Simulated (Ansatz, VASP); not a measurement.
HfO2: VASP beside Ansatz

```
Hf O
1.0
     5.29388    0.00000    0.00000
     0.00000    5.06917    0.00000
     0.00000    0.00000    5.10123
Hf O
4 8
Cartesian
  0.1726 1.3499 1.2243
  2.4743 1.3499 3.7749
  2.8195 3.7192 1.2243
  5.1213 3.7192 3.7749
  1.9344 0.3427 1.9547
  0.7125 0.3427 4.5053
  3.8602 2.3460 2.4988
  4.0806 2.3460 5.0494
  1.4336 2.7232 5.0494
  1.2133 2.7232 2.4988
  4.5814 4.7265 1.9547
  3.3595 4.7265 4.5053
```

Alike in both runs: functional PBE; k mesh 4 × 4 × 4; no spin polarisation.

Ansatz relaxed the structure, and its values are those at the end. VASP's run is a single point on that final structure, the one shown.

```csv
,VASP,Ansatz
version,VASP 6.6.1,Ansatz 0.2.0
potentials or method,"VASP PAW PBE potentials, release 64 (Hf_pv, O)","scalar-relativistic, plane waves, PAW"
plane-wave cutoff (eV),520,420
occupations,"gaussian, width 0.01 eV",fixed
valence electrons in the cell,88,152
```

Ansatz gave:

```
gap on the k mesh at the Fermi level (eV) : 4.41
least direct gap on the mesh (eV)         : 4.61
pressure (GPa)                            : 0.0
rms of the force components (eV/Å)        : 0.000
```

**Question.** Which values does VASP return?

**Answer.** gap on the k mesh at the Fermi level (eV): 4.36; least direct gap on the mesh (eV): 4.57; pressure (GPa): -3.1; rms of the force components (eV/Å): 0.026.

VASP's potentials hold 88 valence electrons a cell and Ansatz's 152, so a difference there can come from the potentials and not from the codes.

Spin-orbit coupling is off throughout.
